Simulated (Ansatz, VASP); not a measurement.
SrCl2 in VASP and in Ansatz

The input INCAR:

```
PREC = Accurate
ENCUT = 520
EDIFF = 1E-7
ISMEAR = 0
SIGMA = 0.05
LREAL = False
LASPH = True
NELM = 100
ALGO = Normal
ISIF = 2
LWAVE = False
LCHARG = True
LELF = True
LVHAR = True
NBANDS = 19
```

The input KPOINTS:

```
Automatic mesh
0
Gamma
  6 6 6
```

The input POSCAR:

```
SrCl2
1.0
    0.0000000000      3.2066600000      3.2066600000
    3.2066600000      0.0000000000      3.2066600000
    3.2066600000      3.2066600000      0.0000000000
Sr Cl
1 2
Direct
    0.0000000000      0.0000000000      0.0000000000
    0.2500000000      0.2500000000      0.2500000000
    0.7500000000      0.7500000000      0.7500000000
```

Input for Ansatz:

```yaml
crystal:
  lattice:
    - [0.0, 3.20666, 3.20666]
    - [3.20666, 0.0, 3.20666]
    - [3.20666, 3.20666, 0.0]
  atoms:
    - { symbol: Sr, position: [0.0, 0.0, 0.0] }
    - { symbol: Cl, position: [0.25, 0.25, 0.25] }
    - { symbol: Cl, position: [0.75, 0.75, 0.75] }
basis:
  ecutwfc: 420
kpoints:
  mp_grid: { grid: [6, 6, 6] }
hamiltonian:
  xc: lda
scf:
  occupations: { method: gaussian, width: 0.05 }
output:
  forces: true
  stress: true
  eigenvalues: true
```

Change from the starting cell: strain -0.080 along x and y, -0.080 along z, atoms carried along.

Alike in both runs: task single point; functional LDA; k mesh 6 × 6 × 6; occupations gaussian, width 0.05 eV; no spin polarisation.

```csv
,VASP,Ansatz
version,VASP 6.6.1,Ansatz 0.2.0
potentials or method,"VASP PAW LDA potentials, release 64 (Sr_sv, Cl), cutoff 520 eV","scalar-relativistic, plane waves, PAW"
valence electrons in the cell,24,24
```

VASP gave:

* gap on the k mesh at the Fermi level (eV): 4.87
* least direct gap on the mesh (eV): 4.87
* pressure (GPa): 11.9

Question: Estimate Ansatz's values.

Answer: gap on the k mesh at the Fermi level (eV): 4.88; least direct gap on the mesh (eV): 4.88; pressure (GPa): 11.5.

LDA's correlation is that of Perdew and Zunger in VASP and of Perdew and Wang (1992) in Ansatz.
